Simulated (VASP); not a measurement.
# V2W (R-3m) in VASP: notebook, part 2 of 3

VASP 6.6.1.

### Step 4. Single point, PBE, collinear spin, ferromagnetic start

This run uses another cell than the first one, of 14.42 Å³/atom.

The input, INCAR:

```
  PREC = Accurate
  ENCUT = 520
  EDIFF = 1E-7
  ISMEAR = 0
  SIGMA = 0.1
  LREAL = False
  LASPH = True
  NELM = 150
  ALGO = Normal
  ISIF = 2
  LWAVE = False
  LCHARG = False
  ISPIN = 2
  MAGMOM = 2 2 0
  LORBIT = 11
  LMAXMIX = 4
  GGA = PE
  NBANDS = 31
```

The input, KPOINTS:

```
regular mesh
0
Gamma
  6 6 6
```

The input, POSCAR:

```
V2W
1.0
    1.6049834424      0.9266376225      4.8474605716
   -1.6049834424      0.9266376225      4.8474605716
    0.0000000000     -1.8532752451      4.8474605716
V W
2 1
Direct
    0.7500000000      0.7500000000      0.7500000000
    0.2500000000      0.2500000000      0.2500000000
    0.0000000000      0.0000000000      0.0000000000
```

Potentials or basis: VASP PAW PBE potentials, release 64 (V_sv, W_sv).

Launch:

```bash
$ cat potpaw_PBE.64/V_sv/POTCAR potpaw_PBE.64/W_sv/POTCAR > POTCAR
$ mpirun -np 1 vasp_std > vasp.out
```

OUTCAR:

```text
PREC = Accurate
   ENCUT = 520
   EDIFF = 1E-7
   ISMEAR = 0
   LREAL = False
   LASPH = True
   NELM = 150
   ISIF = 2
   ISPIN = 2
   LORBIT = 11
   GGA = PE

 ion  position               nearest neighbor table
   1  0.750  0.750  0.750-   3 2.21   3 2.21   3 2.21
   2  0.250  0.250  0.250-   3 2.21   3 2.21   3 2.21
   3  0.000  0.000  0.000-   1 2.21   1 2.21   2 2.21   2 2.21   1 2.21   2 2.21

  LATTYP: Found a trigonal (rhomboedric) cell.
 ALAT       =     5.1896534689
 COS(alpha) =     0.8087090652

  Lattice vectors:

 A1 = (   1.6049834424,   0.9266376225,   4.8474605716)
 A2 = (  -1.6049834424,   0.9266376225,   4.8474605716)
 A3 = (   0.0000000000,  -1.8532752451,   4.8474605716)

Analysis of symmetry for initial positions (statically):
=====================================================================
 Subroutine PRICEL returns:
 Original cell was already a primitive cell.

 Routine SETGRP: Setting up the symmetry group for a
 trigonal (rhombohedral) supercell.

 Subroutine GETGRP returns: Found 12 space group operations
 (whereof 12 operations were pure point group operations)
 out of a pool of 12 trial point group operations.

The static configuration has the point symmetry D_3d.

Analysis of symmetry for dynamics (positions and initial velocities):
=====================================================================
 Subroutine PRICEL returns:
 Original cell was already a primitive cell.

 Routine SETGRP: Setting up the symmetry group for a
 trigonal (rhombohedral) supercell.

 Subroutine GETGRP returns: Found 12 space group operations
 (whereof 12 operations were pure point group operations)
 out of a pool of 12 trial point group operations.

The dynamic configuration has the point symmetry D_3d.

Analysis of structural, dynamic, and magnetic symmetry:
[... 153 lines left out ...]

 number of electron      40.0000003 magnetization       0.0014017

 Free energy of the ion-electron system (eV)
  ---------------------------------------------------
  ext. energy  EPLUGINS =         0.00000000
  ---------------------------------------------------
  free energy    TOTEN  =       -24.58710983 eV

  energy without entropy =      -24.56911294  energy(sigma->0) =      -24.57811139

 E-fermi :  10.2272     XC(G=0): -12.7675

 val. band max:       10.2270756432   @ k =   0.1667   0.1667  -0.0000
 cond. band min:      10.2278491422   @ k =   0.1667   0.1667  -0.0000
 fundamental gap:      0.0007734990
 Fermi energy:        10.2271892302

 spin component 1

 k-point     1 :       0.0000    0.0000    0.0000
  band No.  band energies     occupation
      1     -62.8842      1.00000
      2     -53.7993      1.00000
      3     -53.7834      1.00000
      4     -28.4526      1.00000
      5     -28.4526      1.00000
      6     -28.2104      1.00000
[... 805 lines left out ...]
     30      16.0632      0.00000
     31      17.5056      0.00000

 [... further k-points ...]

 spin component 2

 k-point     1 :       0.0000    0.0000    0.0000
  band No.  band energies     occupation
      1     -62.8843      1.00000
      2     -53.7986      1.00000
      3     -53.7828      1.00000
      4     -28.4523      1.00000
      5     -28.4523      1.00000
      6     -28.2100      1.00000
[... 805 lines left out ...]
     30      16.0635      0.00000
     31      17.5060      0.00000

 [... further k-points ...]
[... 5 lines left out ...]
  --------------------------------------------------------------------------------------
  -------------------------------------------------------------------------------------
  Total       19.4309829     19.4309829     14.1617743      0.0000000     -0.0000000      0.0000000
  in kB      719.7129721    719.7129721    524.5443687      0.0000000     -0.0000000      0.0000000
  external PRESSURE =     654.6567710 kB  Pullay stress =       0.0000000 kB

 VOLUME and BASIS-vectors are now :
 -----------------------------------------------------------------------------
  energy-cutoff  :      520.00
  volume of cell :       43.26
      direct lattice vectors                 reciprocal lattice vectors
     1.604983442  0.926637623  4.847460572     0.311529694  0.179861752  0.068764527
    -1.604983442  0.926637623  4.847460572    -0.311529694  0.179861752  0.068764527
     0.000000000 -1.853275245  4.847460572     0.000000000 -0.359723505  0.068764527

 POSITION                                       TOTAL-FORCE (eV/Angst)
 -----------------------------------------------------------------------------------
      0.00000     -0.00000     10.90679         0.000000     -0.000000      7.903797
      0.00000     -0.00000      3.63560         0.000000      0.000000     -7.903797
      0.00000      0.00000      0.00000         0.000000      0.000000     -0.000000
 -----------------------------------------------------------------------------------
    total drift:                                0.000000      0.000000      0.000000

  FREE ENERGIE OF THE ION-ELECTRON SYSTEM (eV)
  ---------------------------------------------------
  free  energy   TOTEN  =       -24.5871098302 eV

  energy  without entropy=      -24.5691129403  energy(sigma->0) =      -24.57811139

 total charge

# of ion       s       p       d       tot
------------------------------------------
    1        2.357   6.250   3.432  12.038
    2        2.357   6.250   3.432  12.038
    3        2.626   6.262   4.224  13.112
--------------------------------------------------
tot          7.340  18.761  11.087  37.188

 magnetization (x)

# of ion       s       p       d       tot
------------------------------------------
    1        0.000   0.000   0.001   0.001
    2        0.000   0.000   0.001   0.001
    3        0.000   0.000  -0.000  -0.000
--------------------------------------------------
tot          0.000   0.000   0.001   0.001
```

Wall time 3.8 min (1 thread of Oxide Virtual Turin-like, shared host); peak memory 0.29 GiB.

What came out:

- Free energy: -24.5871 eV
- Pressure: 65.5 GPa
- Largest force: 7.904 eV/Å
- Band gap on the k mesh: zero (filled and empty bands overlap)
- Net moment: 0.00 μB per cell
- Valence electrons inside the program's atomic spheres: V 12.04; W 13.11

Forces in eV/Å, atoms in the order of the input:
```
V    0.000  0.000  7.904
V    0.000  0.000 -7.904
W    0.000  0.000  0.000
```

Stress tensor (GPa, compression positive):
```
71.97  0.00  0.00
 0.00 71.97  0.00
 0.00  0.00 52.45
```

Levels at points of the mesh, in eV from the Fermi level:
Spin up:
```
           k point  band 16  band 17  band 18  band 19  band 20  band 21  band 22  band 23  band 24  band 25
(0.00, 0.00, 0.00)    -4.11    -3.19    -3.19    -2.67    -0.08    -0.08     0.36     1.53     1.53     4.19
(0.50, 0.00, 0.00)    -2.42    -1.58    -1.34    -1.08    -0.51     0.37     0.92     1.14     1.38     1.38
(0.50, 0.50, 0.00)    -2.45    -2.38    -1.19    -0.44     0.12     0.93     1.16     1.28     1.75     1.77
(0.50, 0.50, 0.50)    -3.94    -3.94    -3.37    -3.37    -0.58     0.05     0.05     0.99     0.99     4.73
```
Spin down:
```tsv
k point	band 16	band 17	band 18	band 19	band 20	band 21	band 22	band 23	band 24	band 25
(0.00, 0.00, 0.00)	-4.11	-3.19	-3.19	-2.67	-0.08	-0.08	0.36	1.53	1.53	4.19
(0.50, 0.00, 0.00)	-2.42	-1.58	-1.34	-1.08	-0.51	0.37	0.92	1.14	1.38	1.38
(0.50, 0.50, 0.00)	-2.45	-2.38	-1.19	-0.44	0.12	0.93	1.16	1.28	1.75	1.77
(0.50, 0.50, 0.50)	-3.94	-3.94	-3.37	-3.37	-0.58	0.05	0.05	0.99	0.99	4.73
```

Caveat: the k points lie up to 0.38 Å⁻¹ apart; the moments typed at the start vanished in this run; spin-orbit coupling is left out, which moves the levels of the heavy elements; forces of over 1 eV/Å act on the atoms, so gaps and moduli don't describe the material at rest.

(Continued in part 3 of 3.)

The gap in the log of VASP goes by the Fermi energy; the results here count the filled bands.